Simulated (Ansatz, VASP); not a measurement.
## Two plane-wave programs on C

```
C
1.0
     2.45892    0.00000    0.00000
    -1.22946    2.12948    0.00000
     0.00000    0.00000    7.27656
C
4
Direct
  0.00000 0.00000 0.00250
  0.00000 0.00000 0.50250
  0.33333 0.66667 0.00250
  0.66667 0.33333 0.50250
```

Alike in both runs: functional PBEsol; k mesh 18 × 18 × 6; occupations fermi-dirac, width 0.15 eV; no spin polarisation.

Ansatz relaxed the structure, and its values are those at the end. VASP's run is a single point on that final structure, the one shown.

|  | VASP | Ansatz |
| --- | --- | --- |
| version | VASP 6.6.1 | Ansatz 0.2.0 |
| potentials or method | VASP PAW PBE potentials, release 64 (C), cutoff 600 eV | scalar-relativistic, plane waves, PAW |
| valence electrons in the cell | 16 | 16 |

|  | VASP | Ansatz | Ansatz less VASP |
| --- | --- | --- | --- |
| gap on the k mesh at the Fermi level (eV) | none | none | - |
| pressure (GPa) | 0.2 | 0.0 | -0.23 |

VASP's potentials were made for PBE, not for PBEsol. A gap of «none» marks a metal or a gap that the smearing closes. The functional is the same, so the differences come from potentials, cutoffs and numerics. Ansatz's warnings: structure snapped to symmetry.
